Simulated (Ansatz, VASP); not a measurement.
**Two plane-wave programs on C**

Contents of POSCAR:

```
C
1.0
    0.0000000000      1.7801241423      1.7801241423
    1.7801241423      0.0000000000      1.7801241423
    1.7801241423      1.7801241423      0.0000000000
C
2
Direct
    0.0000000000      0.0000000000      0.0000000000
    0.2500000000      0.2500000000      0.2500000000
```

File INCAR.step1:

```
SYSTEM = C
PREC = Accurate ; ENCUT = 520
EDIFF = 1E-5 ; ISMEAR = 0
SIGMA = 0.01 ; LREAL = .False.
LASPH = .True. ; NELM = 60
ALGO = Normal ; ISIF = 2
LWAVE = .True. ; GGA = PE
NBANDS = 11
```

File INCAR.step2:

```
SYSTEM = C
PREC = Accurate ; ENCUT = 520
EDIFF = 1E-6 ; ISMEAR = 0
SIGMA = 0.01 ; LREAL = .False.
LASPH = .True. ; NELM = 60
ALGO = Normal ; ISIF = 2
LWAVE = .False. ; LCHARG = .True.
GGA = PE ; LHFCALC = .True.
HFSCREEN = 0.2079 ; PRECFOCK = Normal
LELF = .True. ; LVHAR = .True.
ISTART = 1 ; NBANDS = 11
```

The input KPOINTS:

```
regular mesh
0
Gamma
  8 8 8
  0 0 0
```

Input for Ansatz:

```yaml
crystal:
  lattice:
    - [0.0, 1.7801241423, 1.7801241423]
    - [1.7801241423, 0.0, 1.7801241423]
    - [1.7801241423, 1.7801241423, 0.0]
  atoms:
    - { symbol: C, position: [0.0, 0.0, 0.0] }
    - { symbol: C, position: [0.25, 0.25, 0.25] }
kpoints:
  mp_grid: { grid: [8, 8, 8] }
  band_path:
    path:
      - [0.0, 0.0, 0.0]
      - [0.5, 0.0, 0.5]
      - [0.625, 0.25, 0.625]
      - [0.375, 0.375, 0.75]
      - [0.5, 0.5, 0.5]
      - [0.5, 0.25, 0.75]
      - [0.35, 0.0, 0.35]
    npoints: 1
hamiltonian:
  xc: hse06
scf:
  occupations: { method: fixed }
  n_extra_bands: 4
output:
  forces: true
  stress: true
  eigenvalues: true
```

Alike in both runs: task single point; functional HSE06; k mesh 8 × 8 × 8; no spin polarisation.

|  | VASP | Ansatz |
| --- | --- | --- |
| version | VASP 6.6.1 | Ansatz 0.2.0 |
| potentials or method | VASP PAW PBE potentials, release 64 (C) | plane waves, PAW |
| plane-wave cutoff (eV) | 520 | 420 |
| occupations | gaussian, width 0.01 eV | fixed |
| valence electrons in the cell | 8 | 8 |

|  | VASP | Ansatz | Ansatz less VASP |
| --- | --- | --- | --- |
| gap on the k mesh at the Fermi level (eV) | 5.29 | 5.30 | +0.009 |
| pressure (GPa) | -4.9 | -5.7 | -0.89 |

Ansatz's warnings: stress exchange threshold loose, stress scf threshold loose.
